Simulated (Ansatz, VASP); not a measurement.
# Two plane-wave programs on C

```
C
1.0
     0.02033    1.75959    1.75959
     1.75959    0.02033    1.75959
     1.75959    1.75959    0.02033
C
2
Direct
  0.00020 0.00020 0.00020
  0.24980 0.24980 0.24980
```

Change from the starting cell: strained cell.

Alike in both runs: functional LDA; k mesh 9 × 9 × 9; occupations gaussian, width 0.02 eV; no spin polarisation.

Ansatz relaxed the structure, and its values are those at the end. VASP's run is a single point on that final structure, the one shown.

```csv
,VASP,Ansatz
version,VASP 6.6.1,Ansatz 0.2.0
potentials or method,"VASP PAW LDA potentials, release 64 (C), cutoff 600 eV","scalar-relativistic, plane waves, PAW"
valence electrons in the cell,8,8
```

Ansatz gave:

| Quantity | Value |
| --- | --- |
| gap on the k mesh at the Fermi level (eV) | 4.23 |
| least direct gap on the mesh (eV) | 5.33 |
| pressure (GPa) | 13.9 |
| rms of the force components (eV/Å) | 0.000 |

Q: Which values does VASP return?

A: gap on the k mesh at the Fermi level (eV): 4.23; least direct gap on the mesh (eV): 5.33; pressure (GPa): 14.9; rms of the force components (eV/Å): 0.004.

Ansatz warns that its potentials were made for another functional, while VASP's fit it. LDA's correlation is that of Perdew and Zunger in VASP and of Perdew and Wang (1992) in Ansatz. Ansatz's warnings: stress scf threshold loose.
